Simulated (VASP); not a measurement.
# TaN (P-6m2) in VASP: a series of runs

The runs below take TaN through single point, with LDA+U, LDA, r2SCAN, PBEsol.

Everything below comes from runs of VASP 6.6.1. Logs are shortened: lines on timing, memory, paths and dates and some standing lists are left out, and cuts for length are marked.

**1. The cell of the first run**

It takes space group P-6m2 (No. 187, hexagonal). The conventional cell has a = 2.938 Å, b = 2.938 Å, c = 2.883 Å, α = 90.00°, β = 90.00°, γ = 120.00°. Ta (site symmetry -6m2) has 6 N at 2.23 Å and 2 Ta at 2.88 Å within 2.9 Å. N (site symmetry -6m2) has 6 Ta at 2.23 Å and 2 N at 2.88 Å within 2.9 Å.

**2. Single point, LDA+U**

The input, INCAR:

```
PREC = Accurate
ENCUT = 600
EDIFF = 1E-6
ISMEAR = -1
SIGMA = 0.05
LREAL = F
LASPH = T
NELM = 200
ALGO = Normal
ISIF = 2
LWAVE = F
LCHARG = F
LMAXMIX = 4
LDAU = T
LDAUTYPE = 2
LDAUL = 2 -1
LDAUU = 8 0
LDAUJ = 0 0
LDAUPRINT = 1
GGA = CA
NBANDS = 16
GGA_COMPAT = F
```

The input, KPOINTS:

```
regular mesh
0
Gamma
  10 10 9
```

The input, POSCAR:

```
TaN
1.0
    2.9380000000      0.0000000000      0.0000000000
   -1.4690000000      2.5443826363      0.0000000000
    0.0000000000      0.0000000000      2.8830000000
Ta N
1 1
Direct
    0.0000000000      0.0000000000      0.5000000000
    0.6666666667      0.3333333333      0.0000000000
```

Potentials or basis: VASP PAW LDA potentials, release 64 (Ta_sv_GW, N).

The run is started by

```
> cat potpaw_LDA.64/Ta_sv_GW/POTCAR potpaw_LDA.64/N/POTCAR > POTCAR
> mpirun -np 1 vasp_std > vasp.out
```

OUTCAR:

```text
PREC = Accurate
   ENCUT = 600
   EDIFF = 1E-6
   ISMEAR = -1
   LREAL = F
   LASPH = T
   NELM = 200
   ISIF = 2
   GGA = CA

 ion  position               nearest neighbor table
   1  0.000  0.000  0.500-   2 2.23   2 2.23   2 2.23   2 2.23   2 2.23   2 2.23
   2  0.667  0.333  0.000-   1 2.23   1 2.23   1 2.23   1 2.23   1 2.23   1 2.23

  LATTYP: Found a hexagonal cell.
 ALAT       =     2.9380000000
 C/A-ratio  =     0.9812797822

  Lattice vectors:

 A1 = (   2.9380000000,   0.0000000000,   0.0000000000)
 A2 = (  -1.4690000000,   2.5443826363,   0.0000000000)
 A3 = (   0.0000000000,   0.0000000000,   2.8830000000)

Analysis of symmetry for initial positions (statically):
=====================================================================
 Subroutine PRICEL returns:
 Original cell was already a primitive cell.

 Routine SETGRP: Setting up the symmetry group for a
 hexagonal supercell.

 Subroutine GETGRP returns: Found 12 space group operations
 (whereof 12 operations were pure point group operations)
 out of a pool of 24 trial point group operations.

The static configuration has the point symmetry D_3h.

Analysis of symmetry for dynamics (positions and initial velocities):
=====================================================================
 Subroutine PRICEL returns:
 Original cell was already a primitive cell.

 Routine SETGRP: Setting up the symmetry group for a
 hexagonal supercell.

 Subroutine GETGRP returns: Found 12 space group operations
 (whereof 12 operations were pure point group operations)
 out of a pool of 24 trial point group operations.

The dynamic configuration has the point symmetry D_3h.

 Subroutine INISYM returns: Found 12 space group operations
 (whereof 12 operations are pure point group operations),
 and found     1 'primitive' translations

----------------------------------------------------------------------------------------

                                     Primitive cell

  volume of cell :      21.5516

  direct lattice vectors                    reciprocal lattice vectors
     2.938000000  0.000000000  0.000000000     0.340367597  0.196511324  0.000000000
    -1.469000000  2.544382636  0.000000000     0.000000000  0.393022648  0.000000000
     0.000000000  0.000000000  2.883000000     0.000000000  0.000000000  0.346860909

  length of vectors
     2.938000000  2.938000000  2.883000000     0.393022648  0.393022648  0.346860909

  position of ions in fractional coordinates (direct lattice)
     0.000000000  0.000000000  0.500000000
     0.666666667  0.333333333  0.000000000

  ion indices of the primitive-cell ions
   primitive index   ion index
                 1           1
                 2           2

----------------------------------------------------------------------------------------

 KPOINTS: regular mesh

Automatic generation of k-mesh.
 Grid dimensions read from file:
 generate k-points for:   10   10    9

 Generating k-lattice:

  Cartesian coordinates                     Fractional coordinates (reciprocal lattice)
     0.034036760  0.019651132  0.000000000     0.100000000  0.000000000  0.000000000
     0.000000000  0.039302265  0.000000000     0.000000000  0.100000000  0.000000000
     0.000000000  0.000000000  0.038540101     0.000000000  0.000000000  0.111111111

  Length of vectors
     0.039302265  0.039302265  0.038540101

  Shift w.r.t. Gamma in fractional coordinates (k-lattice)
     0.000000000  0.000000000  0.000000000

 Subroutine IBZKPT returns following result:
 ===========================================

 Found     70 irreducible k-points:

 Following reciprocal coordinates:
            Coordinates               Weight
  0.000000  0.000000  0.000000      1.000000
  0.100000 -0.000000  0.000000      6.000000
  0.200000 -0.000000  0.000000      6.000000
  0.300000  0.000000  0.000000      6.000000
  0.400000 -0.000000  0.000000      6.000000
  0.500000  0.000000  0.000000      3.000000
[... 16 lines left out ...]
  0.300000  0.100000  0.111111     24.000000
  0.400000  0.100000  0.111111     24.000000
 [... further k-points ...]
   k-points           NKPTS =     70   k-points in BZ     NKDIM =     70   number of bands    NBANDS=     16
   number of dos      NEDOS =    301   number of ions     NIONS =      2
   total plane-waves  NPLWV =  13824
   dimension x,y,z NGX =    24 NGY =   24 NGZ =   24
   dimension x,y,z NGXF=    48 NGYF=   48 NGZF=   48
   ions per type =               1   1
   NGX,Y,Z   is equivalent  to a cutoff of  13.58, 13.58, 13.84 a.u.
   NGXF,Y,Z  is equivalent  to a cutoff of  27.16, 27.16, 27.68 a.u.
 SYSTEM =  unknown system
   PREC   = accura    normal or accurate (medium, high low for compatibility)
   ISTART =      0    job   : 0-new  1-cont  2-samecut
   ICHARG =      2    charge: 1-file 2-atom 10-const
   ISPIN  =      1    spin polarized calculation?
   LNONCOLLINEAR =      F non collinear calculations
   LSORBIT =      F    spin-orbit coupling
   LASPH  =      T    aspherical Exc in radial PAW
   ENCUT  =  600.0 eV  44.10 Ry    6.64 a.u.   5.87  5.87  5.76*2*pi/ulx,y,z
   NELM   =    200;   NELMIN=  2; NELMDL= -5     # of ELM steps
   EDIFF  = 0.1E-05   stopping-criterion for ELM
   LREAL  =      F    real-space projection
   EDIFFG = 0.1E-04   stopping-criterion for IOM
   NSW    =      0    number of steps for IOM
   IBRION =     -1    ionic relax: 0-MD 1-quasi-New 2-CG
   NFREE  =      0    steps in history (QN), initial steepest desc. (CG)
   ISIF   =      2    stress and relaxation
   ISYM   =      2    0-nonsym 1-usesym 2-fastsym
   POTIM  = 0.5000    time-step for ionic-motion
   TEBEG  =    0.0;   TEEND  =   0.0 temperature during run
   PSTRESS=    0.0 pullay stress
   NELECT =      18.0000    total number of electrons
   NUPDOWN=      -1.0000    fix difference up-down
   EMIN   =  10.00;   EMAX   =-10.00  energy-range for DOS
   EFERMI =   0.00;   METHOD = LEGACY
   ISMEAR =    -1;   SIGMA  =   0.05  broadening in eV -4-tet -1-fermi 0-gaus
   EFERMI_NEDOS =   21; number of points for ismear=-14 and -15
   IALGO  =     38    algorithm
   IMIX   =      4    mixing-type and parameters
     AMIX     =   0.40;   BMIX     =  1.00
     AMIX_MAG =   1.60;   BMIX_MAG =  1.00
  volume/ion in A,a.u.               =      10.78        72.72
  Fermi-wavevector in a.u.,A,eV,Ry     =   1.541722  2.913432 32.339776  2.376906
  Thomas-Fermi vector in A             =   2.647628
   LORBIT       =      0    0 simple, 1 ext, 2 COOP (PROOUT), +10 PAW based schemes
 LDA+U is selected, type is set to LDAUTYPE =  2
   angular momentum for each species LDAUL =     2   -1
   U (eV)           for each species LDAUU =   8.0  0.0
   J (eV)           for each species LDAUJ =   0.0  0.0
   GGA     = CA    functional components
   LHFCALC =     F    Hartree Fock is set to
   AEXX    =    0.0000 exact exchange contribution
   IVDW    =     0    specifies the selected vdW correction
   LEPSILON=     F    determine dielectric tensor
   LRPA    =     F    only Hartree local field effects (RPA)
 non-spin polarized calculation
  energy-cutoff  :      600.00
  volume of cell :       21.55
 maximum number of plane-waves:       729
 NGX is ok and might be reduce to    24
   NGX = 11   NGY = 11   NGZ = 11

atom =   1  type =  1  l = 2

 onsite density matrix

spin component  1

  0.2359  0.0000  0.0000  0.0000 -0.0000
  0.0000  0.1521  0.0000 -0.0000  0.0000
  0.0000  0.0000  0.2975  0.0000 -0.0000
  0.0000 -0.0000  0.0000  0.1521  0.0000
 -0.0000  0.0000 -0.0000  0.0000  0.2359

spin component  2

  0.2359  0.0000  0.0000  0.0000 -0.0000
  0.0000  0.1521  0.0000 -0.0000  0.0000
  0.0000  0.0000  0.2975  0.0000 -0.0000
  0.0000 -0.0000  0.0000  0.1521  0.0000
 -0.0000  0.0000 -0.0000  0.0000  0.2359

 occupancies and eigenvectors

  o =  0.1521  v =  0.0000  1.0000  0.0000 -0.0000  0.0000  0.0000  0.0000  0.0000  0.0000  0.0000      0.0000  0.0000  0.0000  0.0000  0.0000  0.0000  0.0000  0.0000  0.0000  0.0000
  o =  0.1521  v =  0.0000  0.0000  0.0000  0.0000  0.0000  0.0000  1.0000  0.0000 -0.0000  0.0000      0.0000  0.0000  0.0000  0.0000  0.0000  0.0000  0.0000  0.0000  0.0000  0.0000
  o =  0.1521  v =  0.0000 -0.0000 -0.0000 -1.0000 -0.0000  0.0000  0.0000  0.0000  0.0000  0.0000      0.0000  0.0000  0.0000  0.0000  0.0000  0.0000  0.0000  0.0000  0.0000  0.0000
  o =  0.1521  v =  0.0000  0.0000  0.0000  0.0000  0.0000  0.0000 -0.0000 -0.0000 -1.0000 -0.0000      0.0000  0.0000  0.0000  0.0000  0.0000  0.0000  0.0000  0.0000  0.0000  0.0000
  o =  0.2359  v =  1.0000  0.0000  0.0000  0.0000  0.0000  0.0000  0.0000  0.0000  0.0000  0.0000      0.0000  0.0000  0.0000  0.0000  0.0000  0.0000  0.0000  0.0000  0.0000  0.0000
  o =  0.2359  v =  0.0000  0.0000  0.0000  0.0000  0.0000  1.0000  0.0000  0.0000  0.0000  0.0000      0.0000  0.0000  0.0000  0.0000  0.0000  0.0000  0.0000  0.0000  0.0000  0.0000
  o =  0.2359  v =  0.0000  0.0000  0.0000  0.0000  0.0000  0.0000 -0.0000  0.0000 -0.0000  1.0000      0.0000  0.0000  0.0000  0.0000  0.0000  0.0000  0.0000  0.0000  0.0000  0.0000
  o =  0.2359  v =  0.0000 -0.0000  0.0000 -0.0000  1.0000  0.0000  0.0000  0.0000  0.0000  0.0000      0.0000  0.0000  0.0000  0.0000  0.0000  0.0000  0.0000  0.0000  0.0000  0.0000
  o =  0.2975  v =  0.0000  0.0000  0.0000  0.0000  0.0000  0.0000 -0.0000  1.0000 -0.0000 -0.0000      0.0000  0.0000  0.0000  0.0000  0.0000  0.0000  0.0000  0.0000  0.0000  0.0000
  o =  0.2975  v =  0.0000 -0.0000  1.0000 -0.0000 -0.0000  0.0000  0.0000  0.0000  0.0000  0.0000      0.0000  0.0000  0.0000  0.0000  0.0000  0.0000  0.0000  0.0000  0.0000  0.0000

 number of electron      18.0000000 magnetization

 Free energy of the ion-electron system (eV)
  ---------------------------------------------------
  ext. energy  EPLUGINS =         0.00000000
  ---------------------------------------------------
  free energy    TOTEN  =       -20.21541344 eV

  energy without entropy =      -20.21514648  energy(sigma->0) =      -20.21527996

 E-fermi :  13.5364     XC(G=0): -13.9931

 val. band max:       13.4062392296   @ k =   0.0000   0.0000   0.4444
 cond. band min:      13.7326323189   @ k =   0.1000  -0.0000   0.4444
 fundamental gap:      0.3263930893
 Fermi energy:        13.5363901470

 k-point     1 :       0.0000    0.0000    0.0000
  band No.  band energies     occupation
      1     -56.6132      2.00000
      2     -23.0785      2.00000
      3     -22.8417      2.00000
      4     -22.8417      2.00000
      5      -4.9925      2.00000
      6       8.4790      2.00000
[... 8 lines left out ...]
     15      25.1695      0.00000
     16      28.4487      0.00000
[... 419 lines left out ...]
 k-point    24 :       0.4000    0.1000    0.1111
  band No.  band energies     occupation
      1     -56.5312      2.00000
      2     -23.7824      2.00000
      3     -23.1166      2.00000
      4     -23.0363      2.00000
      5      -2.4854      2.00000
      6       4.6132      2.00000
[... 8 lines left out ...]
     15      24.2040      0.00000
     16      28.1857      0.00000

 [... further k-points ...]
[... 5 lines left out ...]
  --------------------------------------------------------------------------------------
  -------------------------------------------------------------------------------------
  Total        2.2484828      2.2484828      2.4322275      0.0000000     -0.0000000      0.0000000
  in kB      167.1557426    167.1557426    180.8156090      0.0000000     -0.0000000      0.0000000
  external PRESSURE =     171.7090314 kB  Pullay stress =       0.0000000 kB

 VOLUME and BASIS-vectors are now :
 -----------------------------------------------------------------------------
  energy-cutoff  :      600.00
  volume of cell :       21.55
      direct lattice vectors                 reciprocal lattice vectors
     2.938000000  0.000000000  0.000000000     0.340367597  0.196511324  0.000000000
    -1.469000000  2.544382636  0.000000000     0.000000000  0.393022648  0.000000000
     0.000000000  0.000000000  2.883000000     0.000000000  0.000000000  0.346860909

 POSITION                                       TOTAL-FORCE (eV/Angst)
 -----------------------------------------------------------------------------------
      0.00000      0.00000      1.44150         0.000000      0.000000      0.000000
      1.46900      0.84813      0.00000        -0.000000      0.000000      0.000000
 -----------------------------------------------------------------------------------
    total drift:                               -0.000000      0.000000      0.000000

  FREE ENERGIE OF THE ION-ELECTRON SYSTEM (eV)
  ---------------------------------------------------
  free  energy   TOTEN  =       -20.2154134390 eV

  energy  without entropy=      -20.2151464765  energy(sigma->0) =      -20.21527996
```

Wall time 19 s (1 thread of Intel Xeon Platinum 8259CL at 2.50GHz (Skylake/Cascade Lake), shared host); peak memory 0.16 GiB.

Results:

* Free energy: -20.2154 eV
* Pressure: 17.2 GPa
* Band gap on the k mesh: zero (band 9 reaches 13.76 eV, above the bottom of band 10 at 13.41 eV)

Eigenvalues of the final occupation matrices:
```csv
site,spin,trace,eigenvalues
site 1 d,1,1.07,0.15 0.15 0.24 0.24 0.30
site 1 d,2,1.07,0.15 0.15 0.24 0.24 0.30
```

Caveat: spin-orbit coupling is left out, which moves the levels of the heavy elements; U without spin polarisation on a metal has little footing.

**3. Single point, LDA**

This run uses another cell than the first one, of 10.13 Å³/atom, 0.940 times its volume.

The input, INCAR:

```
ALGO = Normal
EDIFF = 1E-6
ENCUT = 600
GGA = CA
GGA_COMPAT = False
ISIF = 2
ISMEAR = -1
LASPH = True
LCHARG = False
LREAL = False
LWAVE = False
NBANDS = 16
NELM = 120
PREC = Accurate
SIGMA = 0.05
```

The input, KPOINTS:

```
k-points
0
Gamma
  10 10 9
```

The input, POSCAR:

```
TaN
1.0
    2.8780239874      0.0000000000      0.0000000000
   -1.4390119937      2.4924418858      0.0000000000
    0.0000000000      0.0000000000      2.8241467514
Ta N
1 1
Direct
    0.0000000000      0.0000000000      0.5000000000
    0.6666666667      0.3333333333      0.0000000000
```

Potentials or basis: VASP PAW LDA potentials, release 64 (Ta_sv_GW, N).

The run is started by

```
> cat potpaw_LDA.64/Ta_sv_GW/POTCAR potpaw_LDA.64/N/POTCAR > POTCAR
> mpirun -np 1 vasp_std > vasp.out
```

Run time: 17 s. Hardware: 1 thread of Intel Xeon Platinum 8259CL at 2.50GHz (Skylake/Cascade Lake), shared host; peak memory 0.15 GiB.

Results (log left out):

- Free energy: -27.1996 eV
- Pressure: 13.4 GPa
- Band gap on the k mesh: zero (band 9 reaches 13.25 eV, above the bottom of band 10 at 12.94 eV)

Stress tensor (GPa, compression positive):
```
12.96  0.00  0.00
 0.00 12.96  0.00
 0.00  0.00 14.35
```

Levels at points of the mesh, in eV from the Fermi level:
| k point | band 5 | band 6 | band 7 | band 8 | band 9 | band 10 | band 11 | band 12 | band 13 | band 14 |
| --- | --- | --- | --- | --- | --- | --- | --- | --- | --- | --- |
| (0.00, 0.00, 0.00) | -18.02 | -4.86 | -4.86 | -4.52 | -2.98 | 2.78 | 3.83 | 3.83 | 4.27 | 4.27 |
| (0.50, 0.00, 0.00) | -15.45 | -8.60 | -5.53 | -3.77 | -3.26 | 3.17 | 4.36 | 5.50 | 5.71 | 8.10 |

Caveat: spin-orbit coupling is left out, which moves the levels of the heavy elements.

**4. Single point, LDA+U**

The input, INCAR:

```
ALGO = Normal
EDIFF = 1E-6
ENCUT = 600
GGA_COMPAT = F
ISIF = 2
ISMEAR = -1
LASPH = T
LCHARG = F
LDAU = T
LDAUJ = 0 0
LDAUL = 2 -1
LDAUPRINT = 1
LDAUTYPE = 2
LDAUU = 2 0
LMAXMIX = 4
LREAL = F
LWAVE = F
NBANDS = 16
NELM = 200
PREC = Accurate
SIGMA = 0.05
```

KPOINTS is that of step 3.

The input, POSCAR:

```
TaN
1.0
    2.9380000000      0.0000000000      0.0000000000
   -1.4690000000      2.5443826363      0.0000000000
    0.0000000000      0.0000000000      2.8830000000
Ta N
1 1
Direct
    0.0000000000      0.0000000000      0.5000000000
    0.6666666667      0.3333333333      0.0000000000
```

The run is started by

```
> cat potpaw_LDA.64/Ta_sv_GW/POTCAR potpaw_LDA.64/N/POTCAR > POTCAR
> mpirun -np 1 vasp_std > vasp.out
```

It took 8.3 s on 1 thread of Intel Xeon 6975P-C (Granite Rapids), shared host; peak memory 0.16 GiB.

The run converged. Its results:

| Quantity | Value |
| --- | --- |
| Free energy | -25.3933 eV |
| Pressure | -4.1 GPa |
| Band gap on the k mesh | zero (band 9 reaches 12.66 eV, above the bottom of band 10 at 12.35 eV) |

Stress tensor (GPa, compression positive):
```
-3.84  0.00  0.00
 0.00 -3.84  0.00
 0.00  0.00 -4.54
```

Levels at points of the mesh, in eV from the Fermi level:
```
           k point  band 5  band 6  band 7  band 8  band 9  band 10  band 11  band 12  band 13  band 14
(0.00, 0.00, 0.00)  -17.77   -4.68   -4.68   -4.33   -3.10     2.05     3.47     3.47     4.08     4.08
(0.50, 0.00, 0.00)  -15.40   -8.48   -5.27   -3.58   -3.34     3.07     3.93     5.13     5.25     7.20
```

Eigenvalues of the final occupation matrices:
```csv
site,spin,trace,eigenvalues
site 1 d,1,1.19,0.18 0.18 0.26 0.26 0.31
site 1 d,2,1.19,0.18 0.18 0.26 0.26 0.31
```

Caveat: spin-orbit coupling is left out, which moves the levels of the heavy elements; U without spin polarisation on a metal has little footing.

[end of part 1 of 2]
